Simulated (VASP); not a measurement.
A run of VASP 6.6.1 is set up as follows.

The input INCAR:

```
ALGO = Normal
DIPOL = 0.5 0.5 0.500
EDIFF = 1E-6
EDIFFG = -0.01
ENCUT = 520
GGA = PE
IBRION = 2
IDIPOL = 3
ISIF = 2
ISMEAR = 0
IVDW = 12
LASPH = True
LCHARG = False
LDIPOL = True
LREAL = False
LWAVE = False
NELM = 60
NSW = 60
PREC = Accurate
SIGMA = 0.02
```

File KPOINTS:

```
k-points
0
Gamma
  12 12 1
```

Contents of POSCAR:

```
Te2Mo
1.0
    3.7491646472      0.0000000000      0.0000000000
   -1.8745823236      3.2468718274      0.0000000000
    0.0000000000      0.0000000000     33.2702079551
Te Mo
2 1
Direct
    0.3333333333      0.6666666667      0.4453878238
    0.3333333333      0.6666666667      0.5546121762
    0.6666666667      0.3333333333      0.5000000000
```

Potentials or basis: VASP PAW PBE potentials, release 64 (Te, Mo_sv).

Launch:

```sh
$ cat potpaw_PBE.64/Te/POTCAR potpaw_PBE.64/Mo_sv/POTCAR > POTCAR
$ mpirun -np 1 vasp_std > vasp.out
```

(1) Estimate the dispersion energy per atom.

(2) Estimate the energy gained by relaxing.

(3) What does it give for the band gap on the k mesh?

## Answers

(1) -0.395 eV.

(2) 2.0 meV/atom.

(3) 0.78 eV.

Caveat: the cell differs from its parent crystal (biaxial strain +0.070); spin-orbit coupling is left out, which moves the levels of the heavy elements.
